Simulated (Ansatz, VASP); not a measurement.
SrO: VASP beside Ansatz

File INCAR:

```
PREC = Accurate
ENCUT = 520
EDIFF = 1E-6
ISMEAR = -1
SIGMA = 0.02
LREAL = False
LASPH = True
NELM = 100
ALGO = Normal
ISIF = 2
LWAVE = False
LCHARG = True
GGA = PE
LELF = True
LVHAR = True
NBANDS = 15
```

KPOINTS

```
regular mesh
0
Gamma
  8 8 8
```

The input POSCAR:

```
SrO
1.0
   -0.0925803946      2.7695076575      2.7695076575
    2.7695076575     -0.0925803946      2.7695076575
    2.7695076575      2.7695076575     -0.0925803946
Sr O
1 1
Direct
   -0.0029480459     -0.0029480459     -0.0029480459
    0.2529480459      0.2529480459      0.2529480459
```

Input for Ansatz:

```yaml
crystal:
  lattice:
    - [-0.0925803946, 2.7695076575, 2.7695076575]
    - [2.7695076575, -0.0925803946, 2.7695076575]
    - [2.7695076575, 2.7695076575, -0.0925803946]
  atoms:
    - { symbol: Sr, position: [-0.0029480459, -0.0029480459, -0.0029480459] }
    - { symbol: O, position: [0.2529480459, 0.2529480459, 0.2529480459] }
kpoints:
  mp_grid: { grid: [8, 8, 8] }
  band_path:
    path:
      - [0.0, 0.0, 0.0]
      - [-0.5, -0.5, 0.0]
      - [-0.375, -0.375, 0.25]
      - [-0.375, 0.0, 0.375]
      - [0.0, 0.0, 0.5]
      - [-0.5, -0.25, 0.25]
    npoints: 1
hamiltonian:
  xc: pbe
scf:
  occupations: { method: fermi_dirac, width: 0.02 }
  n_extra_bands: 4
output:
  forces: true
  stress: true
  eigenvalues: true
```

Change from the starting cell: epitaxial_111 strain +2.5%.

Alike in both runs: task single point; functional PBE; k mesh 8 × 8 × 8; occupations fermi-dirac, width 0.02 eV; no spin polarisation.

```csv
,VASP,Ansatz
version,VASP 6.6.1,Ansatz 0.2.0
potentials or method,"VASP PAW PBE potentials, release 64 (Sr_sv, O)","plane waves, PAW"
plane-wave cutoff (eV),520,420
valence electrons in the cell,16,16
```

Ansatz gave:

| Property | Result |
| --- | --- |
| gap on the k mesh at the Fermi level (eV) | 2.45 |
| pressure (GPa) | -0.6 |
| traceless stress, the component that is largest in VASP (GPa) | 0.80 |
| rms of the force components (eV/Å) | 0.004 |

Task: What did VASP give for the same quantities?

Result: gap on the k mesh at the Fermi level (eV): 2.45; pressure (GPa): -0.2; traceless stress, the component that is largest in VASP (GPa): 0.81; rms of the force components (eV/Å): 0.002.

Atom by atom the forces differ by 0.005 eV/Å (rms over components). With one functional, cell and mesh, what is left measures potentials, basis and numerics.
